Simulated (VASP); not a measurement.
The system is HfN.

```xyz
2
Lattice="0.0000 2.2739 2.2739 2.2739 0.0000 2.2739 2.2739 2.2739 0.0000" Properties=species:S:1:pos:R:3 pbc="T T T"
Hf    0.0000    0.0000    0.0000
N     2.2739    2.2739    2.2739
```

* Program: VASP 6.6.1
* Task: relaxation of cell and atoms
* Functional: PBEsol
* Potentials or basis: VASP PAW PBE potentials, release 64 (Hf_pv, N)
* Cutoff: 600 eV
* k mesh: 16 × 16 × 16
* Occupations: gaussian, width 0.1 eV
* Spin: no spin polarisation

At the start: pressure -10.4 GPa; volume 11.76 Å³/atom.

Q: How do energy, volume and symmetry change on relaxing?

A: Over 4 steps the energy falls by 15.0 meV/atom and the volume is 11.31 Å³/atom (-3.8 %); space group Fm-3m (No. 225, to 0.05 Å).

Step by step:
```
step  energy change (eV)  largest force (eV/Å)  pressure (GPa)  volume (Å³)
   1              0.0000                0.0000          -10.40        23.51
   2              0.0893                0.0000           25.37        21.01
   3             -0.0300                0.0000           -0.26        22.64
   4             -0.0300                0.0000           -0.02        22.62
```

Final structure:
```xyz
2
Lattice="0.0000 2.2448 2.2448 2.2448 0.0000 2.2448 2.2448 2.2448 0.0000" Properties=species:S:1:pos:R:3 pbc="T T T"
Hf    2.2448    0.0000    2.2448
N     2.2448    2.2448    2.2448
```

Caveat: the PAW data sets were made with another functional, which shifts forces and pressure a little.
